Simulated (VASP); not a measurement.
# RbGe6 (Im-3m) in VASP: single point with PBE

Aim: the single point of RbGe6 with PBE.

All numbers are computed with VASP 6.6.1; they aren't measurements. Logs are shortened: lines on timing, memory, paths and dates and some standing lists are left out, and cuts for length are marked.

### 1 The cell of the first run

The structure is cubic, space group Im-3m (No. 229). The conventional cell has a = 7.198 Å, b = 7.198 Å, c = 7.198 Å, α = 90.00°, β = 90.00°, γ = 90.00°. Rb (site symmetry m-3m) has 24 Ge at 4.02 Å within 5.3 Å. Within 3.4 Å of Ge (site symmetry -4m2) lie 4 Ge at 2.54 Å.

The cell was built from a structure type or drawn by symmetry, and may not be a known phase.

### 2 Single point, PBE

INCAR

```
ALGO = Fast ; EDIFF = 1E-6
ENCUT = 520 ; GGA = PE
ISIF = 2 ; ISMEAR = 0
LASPH = T ; LCHARG = T
LELF = T ; LREAL = F
LVHAR = T ; LWAVE = F
NBANDS = 56 ; NELM = 100
PREC = Accurate ; SIGMA = 0.1
```

KPOINTS

```
k-points
0
Gamma
  8 8 8
```

POSCAR

```
RbGe6
1.0
   -3.5988839167      3.5988839167      3.5988839167
    3.5988839167     -3.5988839167      3.5988839167
    3.5988839167      3.5988839167     -3.5988839167
Rb Ge
1 6
Direct
    0.0000000000      0.0000000000      0.0000000000
    0.5000000000      0.7500000000      0.2500000000
    0.7500000000      0.2500000000      0.5000000000
    0.7500000000      0.5000000000      0.2500000000
    0.5000000000      0.2500000000      0.7500000000
    0.2500000000      0.7500000000      0.5000000000
    0.2500000000      0.5000000000      0.7500000000
```

Potentials or basis: VASP PAW PBE potentials, release 64 (Rb_sv, Ge_d).

On the command line:

```bash
$ cat potpaw_PBE.64/Rb_sv/POTCAR potpaw_PBE.64/Ge_d/POTCAR > POTCAR
$ mpirun -np 1 vasp_std > vasp.out
```

OUTCAR:

```text
EDIFF = 1E-6
   ENCUT = 520
   GGA = PE
   ISIF = 2
   ISMEAR = 0
   LASPH = T
   LREAL = F
   NELM = 100
   PREC = Accurate

 ion  position               nearest neighbor table
   1  0.000  0.000  0.000-   3 4.02   4 4.02   2 4.02   6 4.02   5 4.02   7 4.02   2 4.02   3 4.02
                             4 4.02   5 4.02   6 4.02   7 4.02   3 4.02   6 4.02   4 4.02   7 4.02
   2  0.500  0.750  0.250-   3 2.54   4 2.54   6 2.54   7 2.54   1 4.02   1 4.02   1 4.02   1 4.02

   3  0.750  0.250  0.500-   4 2.54   5 2.54   7 2.54   2 2.54   1 4.02   1 4.02   1 4.02   1 4.02

   4  0.750  0.500  0.250-   2 2.54   3 2.54   6 2.54   5 2.54   1 4.02   1 4.02   1 4.02   1 4.02

   5  0.500  0.250  0.750-   3 2.54   4 2.54   7 2.54   6 2.54   1 4.02   1 4.02   1 4.02   1 4.02

   6  0.250  0.750  0.500-   2 2.54   5 2.54   7 2.54   4 2.54   1 4.02   1 4.02   1 4.02   1 4.02

   7  0.250  0.500  0.750-   2 2.54   5 2.54   6 2.54   3 2.54   1 4.02   1 4.02   1 4.02   1 4.02

  LATTYP: Found a body centered cubic cell.
 ALAT       =     7.1977678334

  Lattice vectors:

 A1 = (  -3.5988839167,   3.5988839167,   3.5988839167)
 A2 = (   3.5988839167,  -3.5988839167,   3.5988839167)
 A3 = (   3.5988839167,   3.5988839167,  -3.5988839167)

Analysis of symmetry for initial positions (statically):
=====================================================================
 Subroutine PRICEL returns:
 Original cell was already a primitive cell.

 Routine SETGRP: Setting up the symmetry group for a
 body centered cubic supercell.

 Subroutine GETGRP returns: Found 48 space group operations
 (whereof 48 operations were pure point group operations)
 out of a pool of 48 trial point group operations.

The static configuration has the point symmetry O_h .

Analysis of symmetry for dynamics (positions and initial velocities):
=====================================================================
 Subroutine PRICEL returns:
 Original cell was already a primitive cell.

 Routine SETGRP: Setting up the symmetry group for a
 body centered cubic supercell.

 Subroutine GETGRP returns: Found 48 space group operations
 (whereof 48 operations were pure point group operations)
 out of a pool of 48 trial point group operations.

The dynamic configuration has the point symmetry O_h .

 Subroutine INISYM returns: Found 48 space group operations
 (whereof 48 operations are pure point group operations),
 and found     1 'primitive' translations

[... 111 lines left out ...]
   ISYM   =      2    0-nonsym 1-usesym 2-fastsym
   POTIM  = 0.5000    time-step for ionic-motion
   TEBEG  =    0.0;   TEEND  =   0.0 temperature during run
   PSTRESS=    0.0 pullay stress
   NELECT =      93.0000    total number of electrons
   NUPDOWN=      -1.0000    fix difference up-down
   EMIN   =  10.00;   EMAX   =-10.00  energy-range for DOS
   EFERMI =   0.00;   METHOD = LEGACY
   ISMEAR =     0;   SIGMA  =   0.10  broadening in eV -4-tet -1-fermi 0-gaus
   EFERMI_NEDOS =   21; number of points for ismear=-14 and -15
   IALGO  =     68    algorithm
   IMIX   =      4    mixing-type and parameters
     AMIX     =   0.40;   BMIX     =  1.00
     AMIX_MAG =   1.60;   BMIX_MAG =  1.00
  volume/ion in A,a.u.               =      26.64       179.75
  Fermi-wavevector in a.u.,A,eV,Ry     =   1.298319  2.453467 22.934408  1.685631
  Thomas-Fermi vector in A             =   2.429655
   LORBIT       =      0    0 simple, 1 ext, 2 COOP (PROOUT), +10 PAW based schemes
   GGA     = PE    functional components
   LHFCALC =     F    Hartree Fock is set to
   AEXX    =    0.0000 exact exchange contribution
   IVDW    =     0    specifies the selected vdW correction
   LEPSILON=     F    determine dielectric tensor
   LRPA    =     F    only Hartree local field effects (RPA)
 non-spin polarized calculation
 RMM-DIIS sequential band-by-band and
 Gauss-broadening in eV      SIGMA  =   0.10
  energy-cutoff  :      520.00
  volume of cell :      186.45
 maximum number of plane-waves:      5042
 NGX is ok and might be reduce to    48
   NGX = 23   NGY = 23   NGZ = 23

 number of electron      92.9999916 magnetization

 Free energy of the ion-electron system (eV)
  ---------------------------------------------------
  ext. energy  EPLUGINS =         0.00000000
  ---------------------------------------------------
  free energy    TOTEN  =       -28.19649783 eV

  energy without entropy =      -28.18304962  energy(sigma->0) =      -28.18977373

 E-fermi :   4.0163     XC(G=0):  -9.2105

 val. band max:        3.9818723155   @ k =   0.5000   0.5000   0.3750
 cond. band min:       4.0328524429   @ k =   0.2500   0.1250  -0.0000
 fundamental gap:      0.0509801274
 Fermi energy:         4.0162650510

 k-point     1 :       0.0000    0.0000    0.0000
  band No.  band energies     occupation
      1     -24.0159      2.00000
      2     -20.9225      2.00000
      3     -20.9225      2.00000
      4     -20.9225      2.00000
      5     -20.9073      2.00000
      6     -20.8920      2.00000
[... 1405 lines left out ...]
     55       8.1724      0.00000
     56       8.2241      0.00000

 [... further k-points ...]

------------------------ aborting loop because EDIFF is reached ----------------------------------------

  FORCE on cell =-STRESS in cart. coord.  units (eV):
  Direction    XX          YY          ZZ          XY          YZ          ZX
  --------------------------------------------------------------------------------------
  -------------------------------------------------------------------------------------
  Total        0.0031707      0.0031707      0.0031707      0.0000000      0.0000000      0.0000000
  in kB        0.0272459      0.0272459      0.0272459      0.0000000      0.0000000      0.0000000
  external PRESSURE =       0.0272459 kB  Pullay stress =       0.0000000 kB

 VOLUME and BASIS-vectors are now :
 -----------------------------------------------------------------------------
  energy-cutoff  :      520.00
  volume of cell :      186.45
      direct lattice vectors                 reciprocal lattice vectors
    -3.598883917  3.598883917  3.598883917     0.000000000  0.138931961  0.138931961
     3.598883917 -3.598883917  3.598883917     0.138931961  0.000000000  0.138931961
     3.598883917  3.598883917 -3.598883917     0.138931961  0.138931961  0.000000000

 POSITION                                       TOTAL-FORCE (eV/Angst)
 -----------------------------------------------------------------------------------
      0.00000      0.00000      0.00000        -0.000000      0.000000     -0.000000
      1.79944      0.00000      3.59888         0.000000     -0.000000      0.000000
      0.00000      3.59888      1.79944        -0.000000     -0.000000      0.000000
      0.00000      1.79944      3.59888        -0.000000     -0.000000      0.000000
      1.79944      3.59888      0.00000         0.000000      0.000000     -0.000000
      3.59888      0.00000      1.79944         0.000000     -0.000000      0.000000
      3.59888      1.79944      0.00000         0.000000      0.000000     -0.000000
 -----------------------------------------------------------------------------------
    total drift:                               -0.000000     -0.000000      0.000000

  FREE ENERGIE OF THE ION-ELECTRON SYSTEM (eV)
  ---------------------------------------------------
  free  energy   TOTEN  =       -28.1964978284 eV

  energy  without entropy=      -28.1830496229  energy(sigma->0) =      -28.18977373
```

OSZICAR:

```text
N       E                     dE             d eps       ncg     rms          rms(c)
DAV:   1     0.114164725111E+04    0.11416E+04   -0.43978E+04  4000   0.411E+03
DAV:   2     0.193293662771E+03   -0.94835E+03   -0.91149E+03  3248   0.110E+03
DAV:   3    -0.103693056099E+02   -0.20366E+03   -0.19839E+03  3384   0.257E+02
[... 13 lines left out ...]
RMM:  83    -0.281964947312E+02   -0.66231E-06   -0.10261E-05  1309   0.724E-03    0.209E-03
RMM:  84    -0.281964955434E+02   -0.81220E-06   -0.10640E-05  1301   0.732E-03    0.181E-03
RMM:  85    -0.281964963490E+02   -0.80560E-06   -0.10154E-05  1253   0.723E-03    0.190E-03
RMM:  86    -0.281964971103E+02   -0.76139E-06   -0.10184E-05  1325   0.700E-03    0.180E-03
RMM:  87    -0.281964978284E+02   -0.71809E-06   -0.96101E-06  1335   0.677E-03
   1 F= -.28196498E+02 E0= -.28189774E+02  d E =-.134482E-01
```

Run time: 23 min. Hardware: 1 thread of Intel Xeon Platinum 8488C (Sapphire Rapids), shared host; peak memory 0.48 GiB.

Results:

```yaml
Free_energy: -28.1965 eV
Pressure: 0.0 GPa
Band_gap_on_the_k_mesh: zero (an odd number of electrons rules out a gap without spin polarisation)
```
